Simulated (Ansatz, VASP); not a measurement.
# PbS: VASP beside Ansatz

```
CELL_PARAMETERS angstrom
0.00000 2.96575 2.96575
2.96575 0.00000 2.96575
2.96575 2.96575 0.00000
ATOMIC_POSITIONS crystal
Pb 0.00000 0.00000 0.00000
S 0.50000 0.50000 0.50000
```

Alike in both runs: functional RPBE; k mesh 8 × 8 × 8; occupations fermi-dirac, width 0.05 eV; no spin polarisation.

|  | VASP | Ansatz |
| --- | --- | --- |
| version | VASP 6.6.1 | Ansatz 0.2.0 |
| potentials or method | VASP PAW PBE potentials, release 64 (Pb_d, S), cutoff 520 eV | all-electron LAPW, scalar-relativistic |
| task | single point | band structure |

Ansatz gave:

- gap on the k mesh at the Fermi level (eV): 0.45
- least direct gap on the mesh (eV): 0.45
- pressure (GPa): 4.2

Problem. What did VASP give for the same quantities?

Solution. gap on the k mesh at the Fermi level (eV): 0.46; least direct gap on the mesh (eV): 0.46; pressure (GPa): 4.1.

VASP's potentials were made for PBE, not for RPBE. Ansatz ran all-electron here, and VASP with PAW potentials.

Spin-orbit coupling is off throughout.
